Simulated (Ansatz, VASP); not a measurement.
# Be3CdTe4: VASP beside Ansatz

File INCAR:

```
SYSTEM = Be3CdTe4
ALGO = Normal
EDIFF = 1E-6
ENCUT = 520
GGA = PE
ISIF = 2
ISMEAR = 0
LASPH = .TRUE.
LCHARG = .TRUE.
LELF = .TRUE.
LREAL = Auto
LVHAR = .TRUE.
LWAVE = .FALSE.
NBANDS = 56
NELM = 100
PREC = Accurate
SIGMA = 0.1
```

The input KPOINTS:

```
k-points
0
G
  2 2 2
  0 0 0
```

POSCAR

```
Be3CdTe4
1.0
    0.0000000000      0.0000000000     -6.8458364156
    0.0000000000     -7.1794842756      0.0000000000
   -8.3215522550      0.0000000000      0.0000000000
Be Cd Te
6 2 8
Direct
    0.5007177942      0.3373872438      0.2489185536
    0.5007177942      0.3373872438      0.7510814464
    0.0003546272      0.1796795971      0.5000000000
    0.5003546272      0.8203204029      0.0000000000
    0.0007177942      0.6626127562      0.7489185536
    0.0007177942      0.6626127562      0.2510814464
    0.9948473601      0.1628491147      0.0000000000
    0.4948473601      0.8371508853      0.5000000000
    0.5841255210      0.1566054293      0.0000000000
    0.6395240392      0.2056008454      0.5000000000
    0.1398564319      0.3485254193      0.2728114824
    0.1398564319      0.3485254193      0.7271885176
    0.6398564319      0.6514745807      0.7728114824
    0.6398564319      0.6514745807      0.2271885176
    0.0841255210      0.8433945707      0.5000000000
    0.1395240392      0.7943991546      0.0000000000
```

Input for Ansatz:

```yaml
crystal:
  lattice:
    - [0.0, 0.0, -6.8458364156]
    - [0.0, -7.1794842756, 0.0]
    - [-8.321552255, 0.0, 0.0]
  atoms:
    - { symbol: Be, position: [0.5007177942, 0.3373872438, 0.2489185536] }
    - { symbol: Be, position: [0.5007177942, 0.3373872438, 0.7510814464] }
    - { symbol: Be, position: [0.0003546272, 0.1796795971, 0.5] }
    - { symbol: Be, position: [0.5003546272, 0.8203204029, 0.0] }
    - { symbol: Be, position: [0.0007177942, 0.6626127562, 0.7489185536] }
    - { symbol: Be, position: [0.0007177942, 0.6626127562, 0.2510814464] }
    - { symbol: Cd, position: [0.9948473601, 0.1628491147, 0.0] }
    - { symbol: Cd, position: [0.4948473601, 0.8371508853, 0.5] }
    - { symbol: Te, position: [0.584125521, 0.1566054293, 0.0] }
    - { symbol: Te, position: [0.6395240392, 0.2056008454, 0.5] }
    - { symbol: Te, position: [0.1398564319, 0.3485254193, 0.2728114824] }
    - { symbol: Te, position: [0.1398564319, 0.3485254193, 0.7271885176] }
    - { symbol: Te, position: [0.6398564319, 0.6514745807, 0.7728114824] }
    - { symbol: Te, position: [0.6398564319, 0.6514745807, 0.2271885176] }
    - { symbol: Te, position: [0.084125521, 0.8433945707, 0.5] }
    - { symbol: Te, position: [0.1395240392, 0.7943991546, 0.0] }
basis:
  ecutwfc: 420
kpoints:
  mp_grid: { grid: [2, 2, 2] }
hamiltonian:
  xc: pbe
scf:
  occupations: { method: gaussian, width: 0.1 }
  lower_state_search: "off"
output:
  forces: true
  stress: true
  eigenvalues: true
```

Alike in both runs: task single point; functional PBE; k mesh 2 × 2 × 2; occupations gaussian, width 0.1 eV; no spin polarisation.

|  | VASP | Ansatz |
| --- | --- | --- |
| version | VASP 6.6.1 | Ansatz 0.2.0 |
| potentials or method | VASP PAW PBE potentials, release 64 (Be, Cd, Te), cutoff 520 eV | scalar-relativistic, plane waves, PAW |
| valence electrons in the cell | 84 | 180 |

|  | VASP | Ansatz | Ansatz less VASP |
| --- | --- | --- | --- |
| gap on the k mesh at the Fermi level (eV) | 1.79 | 1.80 | +0.012 |
| least direct gap on the mesh (eV) | 1.99 | 2.00 | +0.010 |
| pressure (GPa) | 0.2 | 0.1 | -0.13 |
| traceless stress, the component that is largest in VASP (GPa) | 0.35 | 0.36 | +0.002 |
| rms of the force components (eV/Å) | 0.022 | 0.023 | +0.0012 |

Atom by atom the forces differ by 0.004 eV/Å (rms over components). VASP's potentials hold 84 valence electrons a cell and Ansatz's 180, so a difference there can come from the potentials and not from the codes.

The k mesh is coarse, so the values compare programs but aren't converged. Spin-orbit coupling is off throughout.
